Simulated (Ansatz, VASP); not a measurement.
# Sn3GeO4: VASP beside Ansatz

```xyz
8
Lattice="5.3819 0.0000 0.0000 0.0000 5.3819 0.0000 0.0000 0.0000 4.9671" Properties=species:S:1:pos:R:3 pbc="T T T"
Sn    0.0000    0.0000    1.2081
Sn    0.0000    2.6909    3.8094
Sn    2.6909    0.0000    3.8094
Ge    2.6909    2.6909    1.0005
O     4.0113    1.3706    0.0267
O     1.3706    4.0113    0.0267
O     4.0113    4.0113    0.0267
O     1.3706    1.3706    0.0267
```

Alike in both runs: task single point; functional PBE; k mesh 6 × 6 × 6; occupations gaussian, width 0.02 eV; no spin polarisation.

|  | VASP | Ansatz |
| --- | --- | --- |
| version | VASP 6.6.1 | Ansatz 0.2.0 |
| potentials or method | VASP PAW PBE potentials, release 64 (Sn_d, Ge_d, O), cutoff 520 eV | scalar-relativistic, plane waves, PAW |
| valence electrons in the cell | 80 | 80 |

|  | VASP | Ansatz | Ansatz less VASP |
| --- | --- | --- | --- |
| gap on the k mesh at the Fermi level (eV) | 0.73 | 0.72 | -0.007 |
| least direct gap on the mesh (eV) | 0.77 | 0.76 | -0.012 |
| pressure (GPa) | 0.2 | 0.0 | -0.20 |
| rms of the force components (eV/Å) | 0.030 | 0.002 | -0.0284 |

Atom by atom the forces differ by 0.031 eV/Å (rms over components).
